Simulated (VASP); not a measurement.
# MgF2 (P4_2/mnm) in VASP: a series of runs, part 2 of 2

VASP 6.6.1. The steps go on from the part before.

**4. Single point, PBEsol**

This run uses another cell than the first one, of 10.99 Å³/atom.

Input file INCAR:

```
  ALGO = Normal
  EDIFF = 1E-6
  ENCUT = 600
  GGA = PS
  GGA_COMPAT = False
  ISIF = 2
  ISMEAR = -1
  LASPH = True
  LCHARG = False
  LREAL = False
  LWAVE = False
  NBANDS = 25
  NELM = 120
  PREC = Accurate
  SIGMA = 0.02
```

Input file KPOINTS:

```
k-points
0
Gamma
  6 6 8
```

Input file POSCAR:

```
MgF2
1.0
    4.6400338034      0.0000000000      0.0000000000
    0.0000000000      4.6400338034      0.0000000000
    0.0000000000      0.0000000000      3.0630971239
Mg F
2 4
Direct
    0.0000000000      0.0000000000      0.0000000000
    0.5000000000      0.5000000000      0.5000000000
    0.3033968603      0.3033968603      0.0000000000
    0.1966031397      0.8033968603      0.5000000000
    0.6966031397      0.6966031397      0.0000000000
    0.8033968603      0.1966031397      0.5000000000
```

Potentials or basis: VASP PAW PBE potentials, release 64 (Mg, F).

On the command line:

```bash
$ cat potpaw_PBE.64/Mg/POTCAR potpaw_PBE.64/F/POTCAR > POTCAR
$ mpirun -np 1 vasp_std > vasp.out
```

OUTCAR:

```text
EDIFF = 1E-6
   ENCUT = 600
   GGA = PS
   ISIF = 2
   ISMEAR = -1
   LASPH = True
   LREAL = False
   NELM = 120
   PREC = Accurate

 ion  position               nearest neighbor table
   1  0.000  0.000  0.000-   3 1.99   5 1.99   4 2.00   6 2.00   4 2.00   6 2.00   2 3.62   2 3.62
                             2 3.62   2 3.62   2 3.62   2 3.62   2 3.62   2 3.62
   2  0.500  0.500  0.500-   4 1.99   6 1.99   5 2.00   3 2.00   3 2.00   5 2.00   1 3.62   1 3.62
                             1 3.62   1 3.62   1 3.62   1 3.62   1 3.62   1 3.62
   3  0.303  0.303  0.000-   1 1.99   2 2.00   2 2.00
   4  0.197  0.803  0.500-   2 1.99   1 2.00   1 2.00
   5  0.697  0.697  0.000-   1 1.99   2 2.00   2 2.00
   6  0.803  0.197  0.500-   2 1.99   1 2.00   1 2.00

  LATTYP: Found a simple tetragonal cell.
 ALAT       =     4.6400338034
 C/A-ratio  =     0.6601454329

  Lattice vectors:

 A1 = (   4.6400338034,   0.0000000000,   0.0000000000)
 A2 = (   0.0000000000,   4.6400338034,   0.0000000000)
 A3 = (   0.0000000000,   0.0000000000,   3.0630971239)

Analysis of symmetry for initial positions (statically):
=====================================================================
 Subroutine PRICEL returns:
 Original cell was already a primitive cell.

 Routine SETGRP: Setting up the symmetry group for a
 simple tetragonal supercell.

 Subroutine GETGRP returns: Found 16 space group operations
 (whereof  8 operations were pure point group operations)
 out of a pool of 16 trial point group operations.

The static configuration has the point symmetry D_2h.
 The point group associated with its full space group is D_4h.

Analysis of symmetry for dynamics (positions and initial velocities):
=====================================================================
 Subroutine PRICEL returns:
 Original cell was already a primitive cell.

[... 136 lines left out ...]
     AMIX_MAG =   1.60;   BMIX_MAG =  1.00
  volume/ion in A,a.u.               =      10.99        74.17
  Fermi-wavevector in a.u.,A,eV,Ry     =   1.286443  2.431024 22.516758  1.654935
  Thomas-Fermi vector in A             =   2.418517
   LORBIT       =      0    0 simple, 1 ext, 2 COOP (PROOUT), +10 PAW based schemes
   GGA     = PS    functional components
   LHFCALC =     F    Hartree Fock is set to
   AEXX    =    0.0000 exact exchange contribution
   IVDW    =     0    specifies the selected vdW correction
   LEPSILON=     F    determine dielectric tensor
   LRPA    =     F    only Hartree local field effects (RPA)
 non-spin polarized calculation
  energy-cutoff  :      600.00
  volume of cell :       65.95
 maximum number of plane-waves:      2224
 NGX is ok and might be reduce to    40
   NGX = 19   NGY = 19   NGZ = 13

 number of electron      32.0000021 magnetization

 Free energy of the ion-electron system (eV)
  ---------------------------------------------------
  ext. energy  EPLUGINS =         0.00000000
  ---------------------------------------------------
  free energy    TOTEN  =       -32.60993208 eV

  energy without entropy =      -32.60993208  energy(sigma->0) =      -32.60993208

 E-fermi :  -0.9450     XC(G=0):  -9.9400

 val. band max:       -1.3679659851   @ k =   0.0000   0.0000   0.0000
 cond. band min:       5.4898967596   @ k =   0.0000   0.0000   0.0000
 fundamental gap:      6.8578627446
 Fermi energy:        -0.9450258402

 k-point     1 :       0.0000    0.0000    0.0000
  band No.  band energies     occupation
      1     -21.9797      2.00000
      2     -21.1733      2.00000
      3     -21.1733      2.00000
      4     -21.0854      2.00000
      5      -5.4592      2.00000
      6      -3.8641      2.00000
[... 661 lines left out ...]
     24      14.5239      0.00000
     25      16.0877      0.00000

 [... further k-points ...]

------------------------ aborting loop because EDIFF is reached ----------------------------------------

  FORCE on cell =-STRESS in cart. coord.  units (eV):
  Direction    XX          YY          ZZ          XY          YZ          ZX
  --------------------------------------------------------------------------------------
  -------------------------------------------------------------------------------------
  Total       -0.4161732     -0.4161732     -0.4461756      0.0000000      0.0000000      0.0000000
  in kB      -10.1107086    -10.1107086    -10.8396012      0.0000000      0.0000000      0.0000000
  external PRESSURE =     -10.3536728 kB  Pullay stress =       0.0000000 kB

 VOLUME and BASIS-vectors are now :
 -----------------------------------------------------------------------------
  energy-cutoff  :      600.00
  volume of cell :       65.95
      direct lattice vectors                 reciprocal lattice vectors
     4.640033803  0.000000000  0.000000000     0.215515671  0.000000000  0.000000000
     0.000000000  4.640033803  0.000000000     0.000000000  0.215515671  0.000000000
     0.000000000  0.000000000  3.063097124     0.000000000  0.000000000  0.326466958

 POSITION                                       TOTAL-FORCE (eV/Angst)
 -----------------------------------------------------------------------------------
      0.00000      0.00000      0.00000        -0.000000      0.000000     -0.000000
      2.32002      2.32002      1.53155        -0.000000      0.000000     -0.000000
      1.40777      1.40777      0.00000         0.001656      0.001656      0.000000
      0.91225      3.72779      1.53155        -0.001656      0.001656     -0.000000
      3.23226      3.23226      0.00000        -0.001656     -0.001656     -0.000000
      3.72779      0.91225      1.53155         0.001656     -0.001656     -0.000000
 -----------------------------------------------------------------------------------
    total drift:                                0.000000      0.000000     -0.000000

  FREE ENERGIE OF THE ION-ELECTRON SYSTEM (eV)
  ---------------------------------------------------
  free  energy   TOTEN  =       -32.6099320828 eV

  energy  without entropy=      -32.6099320828  energy(sigma->0) =      -32.60993208
```

Run time: 72 s. Hardware: 1 thread of Oxide Virtual Turin-like, shared host; peak memory 0.2 GiB.

What came out:

```yaml
Free_energy: -32.6099 eV
Pressure: -1.0 GPa
Band_gap_on_the_k_mesh: 6.86 eV
```

Forces in eV/Å, atoms in the order of the input:
```
Mg   0.000  0.000  0.000
Mg   0.000  0.000  0.000
F    0.002  0.002  0.000
F   -0.002  0.002  0.000
F   -0.002 -0.002  0.000
F    0.002 -0.002  0.000
```

Levels at points of the mesh, in eV from the valence-band top:
```
           k point  band 12  band 13  band 14  band 15  band 16  band 17  band 18  band 19  band 20  band 21
(0.00, 0.00, 0.00)    -1.23    -0.74    -0.32    -0.32     0.00     6.86    11.98    11.98    13.47    14.18
(0.50, 0.00, 0.00)    -1.37    -0.98    -0.98    -0.38    -0.38     9.26     9.26    13.23    13.23    15.28
(0.50, 0.50, 0.00)    -1.28    -0.95    -0.95    -0.77    -0.77    10.96    10.96    11.05    11.05    17.16
(0.00, 0.00, 0.50)    -1.43    -1.15    -1.15    -0.85    -0.85    11.58    11.58    14.66    14.66    15.17
(0.50, 0.00, 0.50)    -1.36    -0.73    -0.73    -0.66    -0.66    12.48    12.48    13.20    13.20    15.52
(0.50, 0.50, 0.50)    -1.40    -0.60    -0.60    -0.48    -0.48    13.04    13.04    13.06    13.06    14.33
```

Caveat: the PAW data sets were made with another functional, which shifts forces and pressure a little.

**5. Single point, PBE**

This run uses another cell than the first one, of 11.38 Å³/atom.

Input file INCAR:

```
PREC = Accurate
ENCUT = 600
EDIFF = 1E-6
ISMEAR = -1
SIGMA = 0.02
LREAL = F
LASPH = T
NELM = 120
ALGO = Normal
ISIF = 2
LWAVE = F
LCHARG = F
GGA = PE
NBANDS = 25
GGA_COMPAT = F
```

Input file KPOINTS:

```
Automatic mesh
0
Gamma
  6 6 8
```

Input file POSCAR:

```
MgF2
1.0
    4.6988929226      0.0000000000      0.0000000000
    0.0000000000      4.6988929226      0.0000000000
    0.0000000000      0.0000000000      3.0938002906
Mg F
2 4
Direct
    0.0000000000      0.0000000000      0.0000000000
    0.5000000000      0.5000000000      0.5000000000
    0.3035825712      0.3035825712      0.0000000000
    0.1964174288      0.8035825712      0.5000000000
    0.6964174288      0.6964174288      0.0000000000
    0.8035825712      0.1964174288      0.5000000000
```

On the command line:

```bash
$ cat potpaw_PBE.64/Mg/POTCAR potpaw_PBE.64/F/POTCAR > POTCAR
$ mpirun -np 1 vasp_std > vasp.out
```

Run time: 81 s. Hardware: 1 thread of Oxide Virtual Turin-like, shared host; peak memory 0.22 GiB.

Results (log left out):

* Free energy: -31.5527 eV
* Pressure: -1.1 GPa
* Band gap on the k mesh: 6.79 eV

Forces in eV/Å, atoms in the order of the input:
```
Mg   0.000  0.000  0.000
Mg   0.000  0.000  0.000
F    0.002  0.002  0.000
F   -0.002  0.002  0.000
F   -0.002 -0.002  0.000
F    0.002 -0.002  0.000
```

Stress tensor (GPa, compression positive):
```
-1.01  0.00  0.00
 0.00 -1.01  0.00
 0.00  0.00 -1.14
```

Levels at points of the mesh, in eV from the valence-band top:
```csv
k point,band 14,band 15,band 16,band 17,band 18,band 19
"(0.00, 0.00, 0.00)",-0.31,-0.31,0.00,6.79,11.95,11.95
"(0.50, 0.00, 0.00)",-0.95,-0.36,-0.36,9.15,9.15,13.18
"(0.50, 0.50, 0.00)",-0.90,-0.72,-0.72,10.74,10.74,10.99
"(0.00, 0.00, 0.50)",-1.06,-0.80,-0.80,11.47,11.47,14.65
"(0.50, 0.00, 0.50)",-0.70,-0.62,-0.62,12.41,12.41,13.00
"(0.50, 0.50, 0.50)",-0.57,-0.47,-0.47,12.80,12.80,13.07
```

A k mesh can miss the band edges.

**6. Summary**

```csv
task,level,potentials or basis,cell,gap on the mesh (eV),pressure (GPa),largest force (eV/Å)
relaxation of cell and atoms,PBEsol,"VASP PAW PBE potentials, release 64 (Mg, F)","relaxed from a = 4.625, b = 4.625, c = 3.052 Å, 6 atoms, atomic positions A",6.93,0.0,0.01
single point,LDA,"VASP PAW LDA potentials, release 64 (Mg, F)","a = 4.557, b = 4.557, c = 3.013 Å, 6 atoms, atomic positions A",7.05,-2.2,0.01
single point,PBEsol,"VASP PAW PBE potentials, release 64 (Mg, F)","a = 4.640, b = 4.640, c = 3.063 Å, 6 atoms, atomic positions B",6.86,-1.0,-
single point,PBE,"VASP PAW PBE potentials, release 64 (Mg, F)","a = 4.699, b = 4.699, c = 3.094 Å, 6 atoms, atomic positions C",6.79,-1.1,-
```

Alike in all rows: no spin polarisation; k mesh 6 × 6 × 8; cutoff (eV) 600; smearing fermi-dirac 0.02 eV.

Caveats: the PAW data sets were made with another functional, which shifts forces and pressure a little (at least some runs).

Absolute energies hang on the potentials; compare differences alone.
